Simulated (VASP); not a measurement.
# GaP (F-43m) in VASP: a series of runs

The runs below take GaP through single point, with PBE.

Program: VASP 6.6.1. These are calculated values, not measurements. Logs are shortened: lines on timing, memory, paths and dates and some standing lists are left out, and cuts for length are marked.

**The experiment to reproduce.**

“Stacking defects in GaP nanowires: Electronic structure and optical properties”, 2018, arxiv:1810.01194 quotes, for a bulk crystal of GaP at 10 K: band gap 2.34 eV (indirect).

The results are compared with them further down.

### 1 The cell of the first run

It takes space group F-43m (No. 216, cubic). The conventional cell has a = 5.506 Å, b = 5.506 Å, c = 5.506 Å, α = 90.00°, β = 90.00°, γ = 90.00°. Within 3.1 Å of Ga (site symmetry -43m) lie 4 P at 2.38 Å. Within 3.1 Å of P (site symmetry -43m) lie 4 Ga at 2.38 Å.

### 2 Single point, PBE

INCAR reads:

```
PREC = Accurate ; ENCUT = 500
EDIFF = 1E-6 ; ISMEAR = 0
SIGMA = 0.02 ; LREAL = F
LASPH = T ; NELM = 120
ALGO = Normal ; ISIF = 2
LWAVE = F ; LCHARG = F
GGA = PE ; NBANDS = 16
GGA_COMPAT = F
```

KPOINTS reads:

```
regular mesh
0
Gamma
  8 8 8
```

POSCAR reads:

```
GaP
1.0
    0.0000000000      2.7529862395      2.7529862395
    2.7529862395      0.0000000000      2.7529862395
    2.7529862395      2.7529862395      0.0000000000
Ga P
1 1
Direct
    0.0000000000      0.0000000000      0.0000000000
    0.2500000000      0.2500000000      0.2500000000
```

Potentials or basis: VASP PAW PBE potentials, release 64 (Ga_d, P).

Launch:

```sh
$ cat potpaw_PBE.64/Ga_d/POTCAR potpaw_PBE.64/P/POTCAR > POTCAR
$ mpirun -np 1 vasp_std > vasp.out
```

OUTCAR:

```text
PREC = Accurate
   ENCUT = 500
   EDIFF = 1E-6
   ISMEAR = 0
   LREAL = F
   LASPH = T
   NELM = 120
   ISIF = 2
   GGA = PE

 ion  position               nearest neighbor table
   1  0.000  0.000  0.000-   2 2.38   2 2.38   2 2.38   2 2.38
   2  0.250  0.250  0.250-   1 2.38   1 2.38   1 2.38   1 2.38

  LATTYP: Found a face centered cubic cell.
 ALAT       =     5.5059724790

  Lattice vectors:

 A1 = (   0.0000000000,   2.7529862395,   2.7529862395)
 A2 = (   2.7529862395,   0.0000000000,   2.7529862395)
 A3 = (   2.7529862395,   2.7529862395,   0.0000000000)

Analysis of symmetry for initial positions (statically):
=====================================================================
 Subroutine PRICEL returns:
 Original cell was already a primitive cell.

 Routine SETGRP: Setting up the symmetry group for a
 face centered cubic supercell.

 Subroutine GETGRP returns: Found 24 space group operations
 (whereof 24 operations were pure point group operations)
 out of a pool of 48 trial point group operations.

The static configuration has the point symmetry T_d .

Analysis of symmetry for dynamics (positions and initial velocities):
=====================================================================
 Subroutine PRICEL returns:
 Original cell was already a primitive cell.

 Routine SETGRP: Setting up the symmetry group for a
 face centered cubic supercell.

 Subroutine GETGRP returns: Found 24 space group operations
 (whereof 24 operations were pure point group operations)
 out of a pool of 48 trial point group operations.

The dynamic configuration has the point symmetry T_d .

 Subroutine INISYM returns: Found 24 space group operations
 (whereof 24 operations are pure point group operations),
 and found     1 'primitive' translations

----------------------------------------------------------------------------------------

                                     Primitive cell

  volume of cell :      41.7294

  direct lattice vectors                    reciprocal lattice vectors
     0.000000000  2.752986240  2.752986240    -0.181620959  0.181620959  0.181620959
     2.752986240  0.000000000  2.752986240     0.181620959 -0.181620959  0.181620959
     2.752986240  2.752986240  0.000000000     0.181620959  0.181620959 -0.181620959

  length of vectors
     3.893310477  3.893310477  3.893310477     0.314576728  0.314576728  0.314576728

  position of ions in fractional coordinates (direct lattice)
     0.000000000  0.000000000  0.000000000
     0.250000000  0.250000000  0.250000000

  ion indices of the primitive-cell ions
   primitive index   ion index
                 1           1
                 2           2

----------------------------------------------------------------------------------------

 KPOINTS: regular mesh

Automatic generation of k-mesh.
 Grid dimensions read from file:
 generate k-points for:    8    8    8

 Generating k-lattice:

  Cartesian coordinates                     Fractional coordinates (reciprocal lattice)
    -0.022702620  0.022702620  0.022702620     0.125000000  0.000000000  0.000000000
     0.022702620 -0.022702620  0.022702620     0.000000000  0.125000000  0.000000000
     0.022702620  0.022702620 -0.022702620     0.000000000  0.000000000  0.125000000

  Length of vectors
     0.039322091  0.039322091  0.039322091

  Shift w.r.t. Gamma in fractional coordinates (k-lattice)
     0.000000000  0.000000000  0.000000000

 Subroutine IBZKPT returns following result:
 ===========================================

 Found     29 irreducible k-points:

 Following reciprocal coordinates:
            Coordinates               Weight
  0.000000  0.000000  0.000000      1.000000
  0.125000  0.000000  0.000000      8.000000
  0.250000  0.000000  0.000000      8.000000
  0.375000  0.000000  0.000000      8.000000
  0.500000  0.000000  0.000000      4.000000
  0.125000  0.125000  0.000000      6.000000
[... 16 lines left out ...]
  0.500000  0.250000  0.125000     48.000000
 -0.375000  0.250000  0.125000     24.000000
 [... further k-points ...]
   k-points           NKPTS =     29   k-points in BZ     NKDIM =     29   number of bands    NBANDS=     16
   number of dos      NEDOS =    301   number of ions     NIONS =      2
   total plane-waves  NPLWV =  21952
   dimension x,y,z NGX =    28 NGY =   28 NGZ =   28
   dimension x,y,z NGXF=    56 NGYF=   56 NGZF=   56
   ions per type =               1   1
   NGX,Y,Z   is equivalent  to a cutoff of  11.96, 11.96, 11.96 a.u.
   NGXF,Y,Z  is equivalent  to a cutoff of  23.91, 23.91, 23.91 a.u.
 SYSTEM =  unknown system
   PREC   = accura    normal or accurate (medium, high low for compatibility)
   ISTART =      0    job   : 0-new  1-cont  2-samecut
   ICHARG =      2    charge: 1-file 2-atom 10-const
   ISPIN  =      1    spin polarized calculation?
   LNONCOLLINEAR =      F non collinear calculations
   LSORBIT =      F    spin-orbit coupling
   LASPH  =      T    aspherical Exc in radial PAW
   ENCUT  =  500.0 eV  36.75 Ry    6.06 a.u.   7.10  7.10  7.10*2*pi/ulx,y,z
   NELM   =    120;   NELMIN=  2; NELMDL= -5     # of ELM steps
   EDIFF  = 0.1E-05   stopping-criterion for ELM
   LREAL  =      F    real-space projection
   EDIFFG = 0.1E-04   stopping-criterion for IOM
   NSW    =      0    number of steps for IOM
   IBRION =     -1    ionic relax: 0-MD 1-quasi-New 2-CG
   NFREE  =      0    steps in history (QN), initial steepest desc. (CG)
   ISIF   =      2    stress and relaxation
   ISYM   =      2    0-nonsym 1-usesym 2-fastsym
   POTIM  = 0.5000    time-step for ionic-motion
   TEBEG  =    0.0;   TEEND  =   0.0 temperature during run
   PSTRESS=    0.0 pullay stress
   NELECT =      18.0000    total number of electrons
   NUPDOWN=      -1.0000    fix difference up-down
   EMIN   =  10.00;   EMAX   =-10.00  energy-range for DOS
   EFERMI =   0.00;   METHOD = LEGACY
   ISMEAR =     0;   SIGMA  =   0.02  broadening in eV -4-tet -1-fermi 0-gaus
   EFERMI_NEDOS =   21; number of points for ismear=-14 and -15
   IALGO  =     38    algorithm
   IMIX   =      4    mixing-type and parameters
     AMIX     =   0.40;   BMIX     =  1.00
     AMIX_MAG =   1.60;   BMIX_MAG =  1.00
  volume/ion in A,a.u.               =      20.86       140.80
  Fermi-wavevector in a.u.,A,eV,Ry     =   1.236949  2.337494 20.817480  1.530042
  Thomas-Fermi vector in A             =   2.371536
   LORBIT       =      0    0 simple, 1 ext, 2 COOP (PROOUT), +10 PAW based schemes
   GGA     = PE    functional components
   LHFCALC =     F    Hartree Fock is set to
   AEXX    =    0.0000 exact exchange contribution
   IVDW    =     0    specifies the selected vdW correction
   LEPSILON=     F    determine dielectric tensor
   LRPA    =     F    only Hartree local field effects (RPA)
 non-spin polarized calculation
 Gauss-broadening in eV      SIGMA  =   0.02
  energy-cutoff  :      500.00
  volume of cell :       41.73
 maximum number of plane-waves:      1068
   NGX = 15   NGY = 15   NGZ = 15

 number of electron      18.0000009 magnetization

 Free energy of the ion-electron system (eV)
  ---------------------------------------------------
  ext. energy  EPLUGINS =         0.00000000
  ---------------------------------------------------
  free energy    TOTEN  =        -9.12545978 eV

  energy without entropy =       -9.12545978  energy(sigma->0) =       -9.12545978

 E-fermi :   4.5071     XC(G=0):  -9.6953

 val. band max:        4.3471786044   @ k =   0.0000   0.0000   0.0000
 cond. band min:       5.9231862443   @ k =   0.0000   0.0000   0.0000
 fundamental gap:      1.5760076399
 Fermi energy:         4.5071204202

 k-point     1 :       0.0000    0.0000    0.0000
  band No.  band energies     occupation
      1     -10.1558      2.00000
      2     -10.1558      2.00000
      3     -10.1558      2.00000
      4     -10.0651      2.00000
      5     -10.0651      2.00000
      6      -7.9203      2.00000
[... 8 lines left out ...]
     15      14.0921      0.00000
     16      14.0921      0.00000

 k-point     2 :       0.1250    0.0000    0.0000
  band No.  band energies     occupation
      1     -10.1676      2.00000
      2     -10.1516      2.00000
      3     -10.1516      2.00000
      4     -10.0651      2.00000
      5     -10.0651      2.00000
      6      -7.7260      2.00000
[... 8 lines left out ...]
     15      13.4865      0.00000
     16      13.9052      0.00000

 k-point     3 :       0.2500    0.0000    0.0000
  band No.  band energies     occupation
      1     -10.1940      2.00000
      2     -10.1425      2.00000
      3     -10.1425      2.00000
      4     -10.0639      2.00000
      5     -10.0639      2.00000
      6      -7.1757      2.00000
[... 8 lines left out ...]
     15      13.3024      0.00000
     16      14.1925      0.00000

 k-point     4 :       0.3750    0.0000    0.0000
  band No.  band energies     occupation
      1     -10.2182      2.00000
      2     -10.1355      2.00000
      3     -10.1355      2.00000
      4     -10.0606      2.00000
      5     -10.0606      2.00000
      6      -6.4129      2.00000
[... 8 lines left out ...]
     15      14.4577      0.00000
     16      14.4577      0.00000

 k-point     5 :       0.5000    0.0000    0.0000
  band No.  band energies     occupation
      1     -10.2277      2.00000
      2     -10.1334      2.00000
      3     -10.1334      2.00000
      4     -10.0585      2.00000
      5     -10.0585      2.00000
      6      -5.9524      2.00000
[... 8 lines left out ...]
     15      15.9358      0.00000
     16      15.9358      0.00000

 k-point     6 :       0.1250    0.1250    0.0000
  band No.  band energies     occupation
      1     -10.1755      2.00000
      2     -10.1476      2.00000
      3     -10.1476      2.00000
      4     -10.0687      2.00000
      5     -10.0622      2.00000
      6      -7.6613      2.00000
[... 8 lines left out ...]
     15      14.2590      0.00000
     16      14.3333      0.00000

 k-point     7 :       0.2500    0.1250    0.0000
  band No.  band energies     occupation
      1     -10.1965      2.00000
      2     -10.1399      2.00000
      3     -10.1380      2.00000
      4     -10.0714      2.00000
      5     -10.0595      2.00000
      6      -7.2281      2.00000
[... 8 lines left out ...]
     15      14.3288      0.00000
     16      15.3416      0.00000

 k-point     8 :       0.3750    0.1250    0.0000
  band No.  band energies     occupation
      1     -10.2176      2.00000
      2     -10.1338      2.00000
      3     -10.1301      2.00000
      4     -10.0698      2.00000
      5     -10.0570      2.00000
      6      -6.5180      2.00000
[... 8 lines left out ...]
     15      15.0835      0.00000
     16      15.1565      0.00000

 k-point     9 :       0.5000    0.1250    0.0000
  band No.  band energies     occupation
      1     -10.2292      2.00000
      2     -10.1312      2.00000
      3     -10.1274      2.00000
      4     -10.0645      2.00000
      5     -10.0573      2.00000
      6      -5.8747      2.00000
[... 8 lines left out ...]
     15      15.9372      0.00000
     16      16.1155      0.00000
[... 172 lines left out ...]
 k-point    19 :       0.5000    0.3750    0.0000
  band No.  band energies     occupation
      1     -10.2545      2.00000
      2     -10.1053      2.00000
      3     -10.1015      2.00000
      4     -10.0904      2.00000
      5     -10.0484      2.00000
      6      -5.2952      2.00000
[... 8 lines left out ...]
     15      16.2688      0.00000
     16      17.3583      0.00000

 k-point    20 :      -0.3750    0.3750    0.0000
  band No.  band energies     occupation
      1     -10.2471      2.00000
      2     -10.1142      2.00000
      3     -10.1051      2.00000
      4     -10.0820      2.00000
      5     -10.0540      2.00000
      6      -5.1311      2.00000
[... 8 lines left out ...]
     15      14.6962      0.00000
     16      18.7625      0.00000

 k-point    21 :       0.5000    0.5000    0.0000
  band No.  band energies     occupation
      1     -10.2618      2.00000
      2     -10.0970      2.00000
      3     -10.0970      2.00000
      4     -10.0965      2.00000
      5     -10.0455      2.00000
      6      -5.0938      2.00000
[... 8 lines left out ...]
     15      16.6773      0.00000
     16      17.2118      0.00000

 k-point    22 :       0.3750    0.2500    0.1250
  band No.  band energies     occupation
      1     -10.2152      2.00000
      2     -10.1317      2.00000
      3     -10.1281      2.00000
      4     -10.0745      2.00000
      5     -10.0569      2.00000
      6      -6.7070      2.00000
[... 8 lines left out ...]
     15      15.3488      0.00000
     16      16.5750      0.00000

 k-point    23 :       0.5000    0.2500    0.1250
  band No.  band energies     occupation
      1     -10.2291      2.00000
      2     -10.1283      2.00000
      3     -10.1199      2.00000
      4     -10.0727      2.00000
      5     -10.0570      2.00000
      6      -5.9899      2.00000
[... 8 lines left out ...]
     15      15.7261      0.00000
     16      17.0438      0.00000

 k-point    24 :      -0.3750    0.2500    0.1250
  band No.  band energies     occupation
      1     -10.2343      2.00000
      2     -10.1278      2.00000
      3     -10.1170      2.00000
      4     -10.0695      2.00000
      5     -10.0585      2.00000
      6      -5.5639      2.00000
[... 8 lines left out ...]
     15      16.2404      0.00000
     16      16.6814      0.00000

 [... further k-points ...]

------------------------ aborting loop because EDIFF is reached ----------------------------------------

  FORCE on cell =-STRESS in cart. coord.  units (eV):
  Direction    XX          YY          ZZ          XY          YZ          ZX
  --------------------------------------------------------------------------------------
  -------------------------------------------------------------------------------------
  Total       -0.0191237     -0.0191237     -0.0191237     -0.0000000     -0.0000000      0.0000000
  in kB       -0.7342426     -0.7342426     -0.7342426     -0.0000000     -0.0000000      0.0000000
  external PRESSURE =      -0.7342426 kB  Pullay stress =       0.0000000 kB

 VOLUME and BASIS-vectors are now :
 -----------------------------------------------------------------------------
  energy-cutoff  :      500.00
  volume of cell :       41.73
      direct lattice vectors                 reciprocal lattice vectors
     0.000000000  2.752986240  2.752986240    -0.181620959  0.181620959  0.181620959
     2.752986240  0.000000000  2.752986240     0.181620959 -0.181620959  0.181620959
     2.752986240  2.752986240  0.000000000     0.181620959  0.181620959 -0.181620959

 POSITION                                       TOTAL-FORCE (eV/Angst)
 -----------------------------------------------------------------------------------
      0.00000      0.00000      0.00000         0.000000      0.000000      0.000000
      1.37649      1.37649      1.37649        -0.000000     -0.000000     -0.000000
 -----------------------------------------------------------------------------------
    total drift:                                0.000001      0.000001      0.000001

  FREE ENERGIE OF THE ION-ELECTRON SYSTEM (eV)
  ---------------------------------------------------
  free  energy   TOTEN  =        -9.1254597754 eV

  energy  without entropy=       -9.1254597754  energy(sigma->0) =       -9.12545978
```

It took 7.1 s on 1 thread of Intel Xeon 6975P-C (Granite Rapids), shared host; peak memory 0.15 GiB.

Results:

```yaml
Free_energy: -9.1255 eV
Pressure: -0.1 GPa
Band_gap_on_the_k_mesh: 1.58 eV
```

### 3 Single point, PBE (21.49 Å³/atom)

This run uses another cell than the first one, of 21.49 Å³/atom.

INCAR reads:

```
SYSTEM = GaP
PREC = Accurate
ENCUT = 500
EDIFF = 1E-6
ISMEAR = 0
SIGMA = 0.02
LREAL = .False.
LASPH = .True.
NELM = 120
ALGO = Normal
ISIF = 2
LWAVE = .False.
LCHARG = .True.
GGA = PE
LELF = .True.
LVHAR = .True.
NBANDS = 16
GGA_COMPAT = .False.
```

KPOINTS reads:

```
Automatic mesh
0
Gamma
  8 8 8
  0 0 0
```

POSCAR reads:

```
GaP
1.0
    0.0000000000      2.7802453018      2.7802453018
    2.7802453018      0.0000000000      2.7802453018
    2.7802453018      2.7802453018      0.0000000000
Ga P
1 1
Direct
    0.0000000000      0.0000000000      0.0000000000
    0.2500000000      0.2500000000      0.2500000000
```

Potentials or basis: VASP PAW PBE potentials, release 64 (Ga_d, P).

Launch:

```sh
$ cat potpaw_PBE.64/Ga_d/POTCAR potpaw_PBE.64/P/POTCAR > POTCAR
$ mpirun -np 1 vasp_std > vasp.out
```

It took 9.5 s on 1 thread of Intel Xeon 6975P-C (Granite Rapids), shared host; peak memory 0.17 GiB.

It converged, with:

```
Free energy            : -9.1170 eV
Pressure               : -2.2 GPa
Band gap on the k mesh : 1.34 eV
```

Levels at points of the mesh, in eV from the valence-band top:
| k point | band 5 | band 6 | band 7 | band 8 | band 9 | band 10 | band 11 | band 12 | band 13 | band 14 |
| --- | --- | --- | --- | --- | --- | --- | --- | --- | --- | --- |
| (0.00, 0.00, 0.00) | -14.38 | -12.06 | 0.00 | 0.00 | 0.00 | 1.34 | 3.90 | 3.90 | 3.90 | 8.55 |
| (0.50, 0.00, 0.00) | -14.37 | -10.18 | -6.30 | -1.03 | -1.03 | 1.49 | 4.73 | 4.73 | 8.16 | 10.48 |
| (0.50, 0.50, 0.00) | -14.36 | -9.36 | -6.48 | -2.48 | -2.48 | 1.77 | 1.87 | 10.15 | 10.15 | 10.66 |

A k mesh can miss the band edges. PBE gaps usually lie below the measured ones, often by a third to a half.

### 4 Single point, PBE (22.12 Å³/atom)

This run uses another cell than the first one, of 22.12 Å³/atom.

INCAR reads:

```
PREC     = Accurate       # precision mode
ENCUT    = 500            # plane-wave cutoff, eV
EDIFF    = 1E-6           # SCF threshold, eV
ISMEAR   = 0              # smearing method
SIGMA    = 0.02           # smearing width, eV
LREAL    = False          # projectors in reciprocal space
LASPH    = True           # aspherical terms in the spheres
NELM     = 120            # most SCF steps
ALGO     = Normal         # electronic algorithm
ISIF     = 2              # what is computed and relaxed
LWAVE    = False          # write WAVECAR
LCHARG   = False          # write CHGCAR
GGA      = PE             # functional
NBANDS   = 16             # bands
GGA_COMPAT= False
```

KPOINTS reads:

```
regular mesh
0
Gamma
  8 8 8
```

POSCAR reads:

```
GaP
1.0
    0.0000000000      2.8069800698      2.8069800698
    2.8069800698      0.0000000000      2.8069800698
    2.8069800698      2.8069800698      0.0000000000
Ga P
1 1
Direct
    0.0000000000      0.0000000000      0.0000000000
    0.2500000000      0.2500000000      0.2500000000
```

Launch:

```sh
$ cat potpaw_PBE.64/Ga_d/POTCAR potpaw_PBE.64/P/POTCAR > POTCAR
$ mpirun -np 1 vasp_std > vasp.out
```

Run time: 9.1 s. Hardware: 1 thread of Intel Xeon 6975P-C (Granite Rapids), shared host; peak memory 0.17 GiB.

Results (log left out):

```yaml
Free_energy: -9.0934 eV
Pressure: -4.0 GPa
Band_gap_on_the_k_mesh: 1.11 eV
```

Levels at points of the mesh, in eV from the valence-band top:
```
           k point  band 6  band 7  band 8  band 9  band 10  band 11  band 12  band 13
(0.00, 0.00, 0.00)  -11.86    0.00    0.00    0.00     1.11     3.90     3.90     3.90
(0.50, 0.00, 0.00)  -10.07   -6.16   -0.99   -0.99     1.41     4.73     4.73     8.08
(0.50, 0.50, 0.00)   -9.29   -6.36   -2.39   -2.39     1.83     1.88     9.93     9.93
```

Caveat: the cell stands under tension. A k mesh can miss the band edges.

[end of part 1 of 2]
